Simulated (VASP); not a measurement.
# WS2 in VASP: single point with PBEsol

Aim: the single point of WS2 with PBEsol.

Everything below comes from runs of VASP 6.6.1. Logs are shortened: lines on timing, memory, paths and dates and some standing lists are left out, and cuts for length are marked.

**1. The cell of the first run**

The cell holds a slab with vacuum, 3 atoms: a = 3.146 Å, b = 3.146 Å, c = 16.953 Å, α = 90.00°, β = 90.00°, γ = 120.00°.

**2. Single point, PBEsol (atom 1 (W) moved by (-0.200, -0.200) A along x and y)**

The input, INCAR:

```
SYSTEM = WS2
  PREC = Accurate
  ENCUT = 520
  EDIFF = 1E-7
  ISMEAR = 0
  SIGMA = 0.05
  LREAL = .FALSE.
  LASPH = .TRUE.
  NELM = 60
  ALGO = Normal
  ISIF = 2
  LWAVE = .FALSE.
  LCHARG = .FALSE.
  GGA = PS
  NBANDS = 20
```

The input, KPOINTS:

```
regular mesh
0
G
  12 12 2
  0 0 0
```

The input, POSCAR:

```
WS2
1.0
    3.1457762248      0.0000000000      0.0000000000
   -1.5728881124      2.7243221253      0.0000000000
    0.0000000000      0.0000000000     16.9534210846
W S
1 2
Direct
    0.2330496414      0.5932539090      0.0000000000
    0.6666666667      0.3333333333      0.9075761491
    0.6666666667      0.3333333333      0.0924238509
```

Potentials or basis: VASP PAW PBE potentials, release 64 (W_sv, S).

Command:

```console
cat potpaw_PBE.64/W_sv/POTCAR potpaw_PBE.64/S/POTCAR > POTCAR
mpirun -np 1 vasp_std > vasp.out
```

OUTCAR:

```text
SYSTEM = WS2
   PREC = Accurate
   ENCUT = 520
   EDIFF = 1E-7
   ISMEAR = 0
   LREAL = .FALSE.
   LASPH = .TRUE.
   NELM = 60
   ISIF = 2
   GGA = PS

 ion  position               nearest neighbor table
   1  0.233  0.593  0.000-   2 2.20   3 2.20   2 2.47   3 2.47   2 2.56   3 2.56
   2  0.667  0.333  0.908-   1 2.20   1 2.47   1 2.56
   3  0.667  0.333  0.092-   1 2.20   1 2.47   1 2.56

  LATTYP: Found a hexagonal cell.
 ALAT       =     3.1457762248
 C/A-ratio  =     5.3892648024

  Lattice vectors:

 A1 = (   3.1457762248,   0.0000000000,   0.0000000000)
 A2 = (  -1.5728881124,   2.7243221253,   0.0000000000)
 A3 = (   0.0000000000,   0.0000000000,  16.9534210846)

Analysis of symmetry for initial positions (statically):
=====================================================================
 Subroutine PRICEL returns:
 Original cell was already a primitive cell.

 Routine SETGRP: Setting up the symmetry group for a
 hexagonal supercell.

 Subroutine GETGRP returns: Found  2 space group operations
 (whereof  2 operations were pure point group operations)
 out of a pool of 24 trial point group operations.

The static configuration has the point symmetry C_1h.

Analysis of symmetry for dynamics (positions and initial velocities):
=====================================================================
 Subroutine PRICEL returns:
 Original cell was already a primitive cell.

 Routine SETGRP: Setting up the symmetry group for a
 hexagonal supercell.

 Subroutine GETGRP returns: Found  2 space group operations
 (whereof  2 operations were pure point group operations)
 out of a pool of 24 trial point group operations.

The dynamic configuration has the point symmetry C_1h.

 Subroutine INISYM returns: Found  2 space group operations
 (whereof  2 operations are pure point group operations),
 and found     1 'primitive' translations

----------------------------------------------------------------------------------------

                                     Primitive cell

  volume of cell :     145.2926

  direct lattice vectors                    reciprocal lattice vectors
     3.145776225  0.000000000  0.000000000     0.317886566  0.183531894  0.000000000
    -1.572888112  2.724322125  0.000000000     0.000000000  0.367063788  0.000000000
     0.000000000  0.000000000 16.953421085     0.000000000  0.000000000  0.058985145

  length of vectors
     3.145776225  3.145776225 16.953421085     0.367063788  0.367063788  0.058985145

  position of ions in fractional coordinates (direct lattice)
[... 81 lines left out ...]
   EDIFF  = 0.1E-06   stopping-criterion for ELM
   LREAL  =      F    real-space projection
   EDIFFG = 0.1E-05   stopping-criterion for IOM
   NSW    =      0    number of steps for IOM
   IBRION =     -1    ionic relax: 0-MD 1-quasi-New 2-CG
   NFREE  =      0    steps in history (QN), initial steepest desc. (CG)
   ISIF   =      2    stress and relaxation
   ISYM   =      2    0-nonsym 1-usesym 2-fastsym
   POTIM  = 0.5000    time-step for ionic-motion
   TEBEG  =    0.0;   TEEND  =   0.0 temperature during run
   PSTRESS=    0.0 pullay stress
   NELECT =      26.0000    total number of electrons
   NUPDOWN=      -1.0000    fix difference up-down
   EMIN   =  10.00;   EMAX   =-10.00  energy-range for DOS
   EFERMI =   0.00;   METHOD = LEGACY
   ISMEAR =     0;   SIGMA  =   0.05  broadening in eV -4-tet -1-fermi 0-gaus
   EFERMI_NEDOS =   21; number of points for ismear=-14 and -15
   IALGO  =     38    algorithm
   IMIX   =      4    mixing-type and parameters
     AMIX     =   0.40;   BMIX     =  1.00
     AMIX_MAG =   1.60;   BMIX_MAG =  1.00
  volume/ion in A,a.u.               =      48.43       326.83
  Fermi-wavevector in a.u.,A,eV,Ry     =   0.922539  1.743346 11.579622  0.851078
  Thomas-Fermi vector in A             =   2.048077
   LORBIT       =      0    0 simple, 1 ext, 2 COOP (PROOUT), +10 PAW based schemes
   GGA     = PS    functional components
   LHFCALC =     F    Hartree Fock is set to
   AEXX    =    0.0000 exact exchange contribution
   IVDW    =     0    specifies the selected vdW correction
   LEPSILON=     F    determine dielectric tensor
   LRPA    =     F    only Hartree local field effects (RPA)
 non-spin polarized calculation
 Gauss-broadening in eV      SIGMA  =   0.05
  energy-cutoff  :      520.00
  volume of cell :      145.29
 maximum number of plane-waves:      3942
   NGX = 11   NGY = 11   NGZ = 63

 number of electron      25.9999999 magnetization

 Free energy of the ion-electron system (eV)
  ---------------------------------------------------
  ext. energy  EPLUGINS =         0.00000000
  ---------------------------------------------------
  free energy    TOTEN  =       -24.36145583 eV

  energy without entropy =      -24.36145583  energy(sigma->0) =      -24.36145583

 E-fermi :  -0.6500     XC(G=0):  -4.5936

 val. band max:       -0.8844211655   @ k =   0.5000   0.5000   0.5000
 cond. band min:       0.2765306557   @ k =   0.0000   0.0000   0.0000
 fundamental gap:      1.1609518211
 Fermi energy:        -0.6500059333

 k-point     1 :       0.0000    0.0000    0.0000
  band No.  band energies     occupation
      1     -74.9848      2.00000
      2     -39.3629      2.00000
      3     -39.1129      2.00000
      4     -39.0407      2.00000
      5     -16.0241      2.00000
      6     -14.3309      2.00000
[... 541 lines left out ...]
     19       5.3361      0.00000
     20       6.2826      0.00000

 [... further k-points ...]

------------------------ aborting loop because EDIFF is reached ----------------------------------------

  FORCE on cell =-STRESS in cart. coord.  units (eV):
  Direction    XX          YY          ZZ          XY          YZ          ZX
  --------------------------------------------------------------------------------------
  -------------------------------------------------------------------------------------
  Total        3.0609534     -0.2498089      3.6002161      1.5448847      0.0000000      0.0000000
  in kB       33.7538769     -2.7547031     39.7004579     17.0358188      0.0000000      0.0000000
  external PRESSURE =      23.5665439 kB  Pullay stress =       0.0000000 kB

 VOLUME and BASIS-vectors are now :
 -----------------------------------------------------------------------------
  energy-cutoff  :      520.00
  volume of cell :      145.29
      direct lattice vectors                 reciprocal lattice vectors
     3.145776225  0.000000000  0.000000000     0.317886566  0.183531894  0.000000000
    -1.572888112  2.724322125  0.000000000     0.000000000  0.367063788  0.000000000
     0.000000000  0.000000000 16.953421085     0.000000000  0.000000000  0.058985145

 POSITION                                       TOTAL-FORCE (eV/Angst)
 -----------------------------------------------------------------------------------
     -0.20000      1.61621      0.00000         4.622915      4.145800      0.000000
      1.57289      0.90811     15.38652        -2.311458     -2.072900     -1.157190
      1.57289      0.90811      1.56690        -2.311458     -2.072900      1.157190
 -----------------------------------------------------------------------------------
    total drift:                               -0.000010      0.000096      0.000000

  FREE ENERGIE OF THE ION-ELECTRON SYSTEM (eV)
  ---------------------------------------------------
  free  energy   TOTEN  =       -24.3614558253 eV

  energy  without entropy=      -24.3614558253  energy(sigma->0) =      -24.36145583
```

OSZICAR:

```text
N       E                     dE             d eps       ncg     rms          rms(c)
DAV:   1     0.176874435469E+03    0.17687E+03   -0.13902E+04  7104   0.108E+03
DAV:   2    -0.122391435168E+02   -0.18911E+03   -0.18364E+03  7692   0.259E+02
DAV:   3    -0.254384708685E+02   -0.13199E+02   -0.13091E+02  7976   0.663E+01
[... 16 lines left out ...]
DAV:  20    -0.243614536988E+02   -0.54207E-05   -0.27380E-07  6556   0.188E-03    0.150E-03
DAV:  21    -0.243614555205E+02   -0.18217E-05   -0.10124E-07  5620   0.995E-04    0.496E-04
DAV:  22    -0.243614557047E+02   -0.18414E-06   -0.34541E-09  5160   0.254E-04    0.399E-04
DAV:  23    -0.243614558123E+02   -0.10758E-06   -0.29061E-09  4388   0.213E-04    0.879E-05
DAV:  24    -0.243614558253E+02   -0.13069E-07   -0.27674E-10  4372   0.791E-05
   1 F= -.24361456E+02 E0= -.24361456E+02  d E =-.556930E-13
```

Wall time 11 min (1 thread of AMD EPYC 7R13 (Zen 3), shared host); peak memory 0.49 GiB.

Results:

* Free energy: -24.3615 eV
* Largest force: 6.210 eV/Å
* Band gap on the k mesh: 1.16 eV (least direct gap 1.53 eV)

Forces on the atoms (eV/Å):
```
W    4.623  4.146  0.000
S   -2.311 -2.073 -1.157
S   -2.311 -2.073  1.157
```

Caveat: the cell differs from its parent crystal (atom 1 (W) moved by (-0.200, -0.200) A along x and y); there is no dipole correction, which matters where the two faces differ; the PAW data sets were made with another functional, which shifts forces and pressure a little; spin-orbit coupling is left out, which moves the levels of the heavy elements.
